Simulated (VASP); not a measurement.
Set up this calculation in VASP 6.6.1, as the native input.

```
Task                   : relaxation of cell and atoms
Functional             : PBE
Dispersion             : D3(BJ)
Potentials or basis    : VASP PAW PBE potentials, release 64 (Li_sv, Te, H)
Cutoff                 : 600 eV
k mesh                 : 6 × 6 × 6
Occupations            : gaussian, width 0.02 eV
Spin                   : no spin polarisation
Dipole correction      : no
Further INCAR settings : ALGO = Normal; EDIFF = 1e-06; IBRION = 2; EDIFFG = -0.005; NSW = 70; ISIF = 3
```

The structure of Li3TeH lies in POSCAR:

```
Li3TeH
1.0
    4.1922815372      0.0000000000      0.0000000000
    0.0000000000      4.1922815372      0.0000000000
    0.0000000000      0.0000000000      4.1922815372
Li Te H
3 1 1
Direct
    0.5000000000      0.0000000000      0.5000000000
    0.0000000000      0.5000000000      0.5000000000
    0.5000000000      0.5000000000      0.0000000000
    0.0000000000      0.0000000000      0.0000000000
    0.5000000000      0.5000000000      0.5000000000
```

The input as run:

INCAR

```
SYSTEM = Li3TeH
ALGO = Normal
EDIFF = 1E-6
EDIFFG = -0.005
ENCUT = 600
GGA = PE
IBRION = 2
ISIF = 3
ISMEAR = 0
IVDW = 12
LASPH = .TRUE.
LCHARG = .FALSE.
LREAL = .FALSE.
LWAVE = .FALSE.
NELM = 60
NSW = 70
PREC = Accurate
SIGMA = 0.02
```

KPOINTS

```
k-points
0
G
  6 6 6
  0 0 0
```

Potentials or basis: VASP PAW PBE potentials, release 64 (Li_sv, Te, H).

Command:

```sh
$ cat potpaw_PBE.64/Li_sv/POTCAR potpaw_PBE.64/Te/POTCAR potpaw_PBE.64/H/POTCAR > POTCAR
$ mpirun -np 1 vasp_std > vasp.out
```

It gave:

```json
{"Relaxed volume": "13.48 Å³/atom", "Relaxed cell": "a = 4.069 Å, b = 4.069 Å, c = 4.069 Å, α = 90.00°, β = 90.00°, γ = 90.00°", "Space group after relaxing (to 0.1 Å)": "Pm-3m (No. 221)", "Energy gained by relaxing": "12.6 meV/atom", "Ionic steps": "4", "Pressure after relaxing": "0.0 GPa", "Band gap on the k mesh": "2.92 eV (least direct gap 3.81 eV)", "Dispersion energy per atom": "-0.282 eV"}
```

Caveat: the cutoff is under 1.25 times the usual one of these potentials, so pressure, stress and relaxed cells hold a basis-set (Pulay) error; spin-orbit coupling is left out, which moves the levels of the heavy elements.

Run time: 52 s on 1 thread of Intel(R) Xeon(R) Platinum 8488C (Sapphire Rapids) (shared host), peak memory 0.24 GiB.
